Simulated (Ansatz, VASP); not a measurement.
GaCo: VASP beside Ansatz

```
Ga Co
1.0
     2.61001    0.00000    0.00000
    -1.30500    2.26033    0.00000
     0.00000    0.00000    5.65770
Ga Co
1 1
Direct
  0.00000 0.00000 0.00000
  0.00000 0.00000 0.50000
```

Alike in both runs: task single point; functional PBE; k mesh 6 × 6 × 4; occupations gaussian, width 0.1 eV; collinear spin.

|  | VASP | Ansatz |
| --- | --- | --- |
| version | VASP 6.6.1 | Ansatz 0.2.0 |
| potentials or method | VASP PAW PBE potentials, release 64 (Ga_d, Co), cutoff 520 eV | scalar-relativistic, plane waves, PAW |
| valence electrons in the cell | 22 | 30 |

|  | VASP | Ansatz | Ansatz less VASP |
| --- | --- | --- | --- |
| gap on the k mesh at the Fermi level (eV) | none | none | - |
| pressure (GPa) | -6.3 | -6.8 | -0.47 |
| traceless stress, the component that is largest in VASP (GPa) | -5.71 | -5.28 | +0.433 |
| net moment per atom (μB) | 0.81 | 0.81 | 0.000 |
| size of the moment on the site where the two differ most (μB) | 1.72 | 1.75 | +0.033 |

Site moments also hang on the region over which each program counts them. A gap of «none» marks a metal or a gap that the smearing closes. With one functional, cell and mesh, what is left measures potentials, basis and numerics. VASP's potentials hold 22 valence electrons a cell and Ansatz's 30, so a difference there can come from the potentials and not from the codes.

The k mesh is coarse, so the values compare programs but aren't converged.
